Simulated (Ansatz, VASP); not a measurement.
CrRe in VASP and in Ansatz

Contents of INCAR:

```
SYSTEM = CrRe
  ALGO = Normal
  EDIFF = 1E-6
  EDIFFG = -0.04
  ENCUT = 600
  GGA = PE
  IBRION = 2
  ISIF = 3
  ISMEAR = 0
  LASPH = .TRUE.
  LCHARG = .FALSE.
  LREAL = .FALSE.
  LWAVE = .FALSE.
  NELM = 60
  NSW = 90
  PREC = Accurate
  SIGMA = 0.1
```

Contents of KPOINTS:

```
k-points
0
G
  6 6 6
  0 0 0
```

POSCAR

```
CrRe
1.0
    0.0000000000      3.0378929195      3.0378929195
    3.0378929195      0.0000000000      3.0378929195
    3.0378929195      3.0378929195      0.0000000000
Cr Re
2 2
Direct
    0.5000000000      0.5000000000      0.5000000000
    0.7500000000      0.7500000000      0.7500000000
    0.0000000000      0.0000000000      0.0000000000
    0.2500000000      0.2500000000      0.2500000000
```

Input for Ansatz:

```yaml
crystal:
  lattice:
    - [0.0, 3.0378929195, 3.0378929195]
    - [3.0378929195, 0.0, 3.0378929195]
    - [3.0378929195, 3.0378929195, 0.0]
  atoms:
    - { symbol: Cr, position: [0.5, 0.5, 0.5] }
    - { symbol: Cr, position: [0.75, 0.75, 0.75] }
    - { symbol: Re, position: [0.0, 0.0, 0.0] }
    - { symbol: Re, position: [0.25, 0.25, 0.25] }
basis:
  ecutwfc: 420
kpoints:
  mp_grid: { grid: [6, 6, 6] }
hamiltonian:
  xc: pbe
scf:
  occupations: { method: gaussian, width: 0.1 }
  lower_state_search: "off"
output:
  forces: true
  stress: true
  eigenvalues: true
relax:
  adjacent_minimum: "off"
  f_tol: 0.04
  max_steps: 70
  cell: { stress_tol: 0.4 }
```

Alike in both runs: task relaxation of cell and atoms; functional PBE; k mesh 6 × 6 × 6; occupations gaussian, width 0.1 eV; no spin polarisation.

```csv
,VASP,Ansatz
version,VASP 6.6.1,Ansatz 0.2.0
potentials or method,"VASP PAW PBE potentials, release 64 (Cr_pv, Re), cutoff 600 eV","scalar-relativistic, plane waves, PAW"
valence electrons in the cell,38,58
```

|  | VASP | Ansatz | Ansatz less VASP |
| --- | --- | --- | --- |
| gap on the k mesh at the Fermi level, each at its own relaxed structure (eV) | none | none | - |
| relaxed volume (Å³/atom) | 13.47 | 13.49 | +0.021 |
| relaxed cell length with the largest relative difference (Å) | 4.239 | 4.241 | +0.0022 |

A gap of «none» marks a metal or a gap that the smearing closes. VASP's potentials hold 38 valence electrons a cell and Ansatz's 58, so a difference there can come from the potentials and not from the codes.

Neither program's run includes spin-orbit coupling.
